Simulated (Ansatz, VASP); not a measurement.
# CsBr: VASP beside Ansatz

INCAR

```
PREC = Accurate
ENCUT = 500
EDIFF = 1E-6
ISMEAR = 0
SIGMA = 0.01
LREAL = F
LASPH = T
NELM = 120
ALGO = Normal
ISIF = 2
LWAVE = F
LCHARG = F
GGA = PE
NBANDS = 15
GGA_COMPAT = F
```

The input KPOINTS:

```
Automatic mesh
0
Gamma
  5 5 5
```

Contents of POSCAR:

```
CsBr
1.0
    4.2860000000      0.0000000000      0.0000000000
    0.0000000000      4.2860000000      0.0000000000
    0.0000000000      0.0000000000      4.2860000000
Cs Br
1 1
Direct
    0.0000000000      0.0000000000      0.0000000000
    0.5000000000      0.5000000000      0.5000000000
```

Input for Ansatz:

```yaml
crystal:
  lattice:
    - [4.286, 0.0, 0.0]
    - [0.0, 4.286, 0.0]
    - [0.0, 0.0, 4.286]
  atoms:
    - { symbol: Cs, position: [0.0, 0.0, 0.0] }
    - { symbol: Br, position: [0.5, 0.5, 0.5] }
kpoints:
  mp_grid:
    grid: [5, 5, 5]
    shift: [0.0, 0.0, 0.0]
hamiltonian:
  xc: pbe
  pseudopotentials:
    kind: all_electron
    lapw: {}
scf:
  occupations:
    method: fixed
output:
  stress: true
```

Alike in both runs: task single point; functional PBE; k mesh 5 × 5 × 5; no spin polarisation.

|  | VASP | Ansatz |
| --- | --- | --- |
| version | VASP 6.6.1 | Ansatz 0.2.0 |
| potentials or method | VASP PAW PBE potentials, release 64 (Cs_sv, Br), cutoff 500 eV | all-electron (LAPW or listed datasets) |
| occupations | gaussian, width 0.01 eV | fixed |

```csv
,VASP,Ansatz,Ansatz less VASP
pressure (GPa),1.1,1.1,-0.05
```

Ansatz ran all-electron here, and VASP with PAW potentials.

Spin-orbit coupling is off throughout.
